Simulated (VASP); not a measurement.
Input of a VASP 6.6.1 run:

INCAR

```
SYSTEM = Sn
  PREC = Accurate
  ENCUT = 520
  EDIFF = 1E-7
  ISMEAR = -1
  SIGMA = 0.05
  LREAL = .FALSE.
  LASPH = .TRUE.
  NELM = 80
  ALGO = Normal
  ISIF = 2
  LWAVE = .FALSE.
  LCHARG = .TRUE.
  LELF = .TRUE.
  LVHAR = .TRUE.
  NBANDS = 13
```

Contents of KPOINTS:

```
regular mesh
0
G
  10 10 10
  0 0 0
```

The input POSCAR:

```
Sn
1.0
   -1.8448539455      1.8124388399      1.8285027372
    1.8124388399     -1.8448539455      1.8285027372
    1.9112955475      1.9112955475     -1.8609178427
Sn
1
Direct
    0.0000000000      0.0000000000      0.0000000000
```

Potentials or basis: VASP PAW LDA potentials, release 64 (Sn_d).

Run with:

```sh
$ cat potpaw_LDA.64/Sn_d/POTCAR > POTCAR
$ mpirun -np 1 vasp_std > vasp.out
```

Problem. What does it give for the pressure?

Solution. 0.2 GPa.

Problem. Predict the band gap on the k mesh.

Solution. Zero (band 7 reaches 16.66 eV, above the bottom of band 8 at 6.23 eV).

Stress tensor (GPa, compression positive):
```
 0.65 -0.22 -0.05
-0.22  0.65 -0.05
-0.05 -0.05 -0.77
```

Caveat: spin-orbit coupling is left out, which moves the levels of the heavy elements.
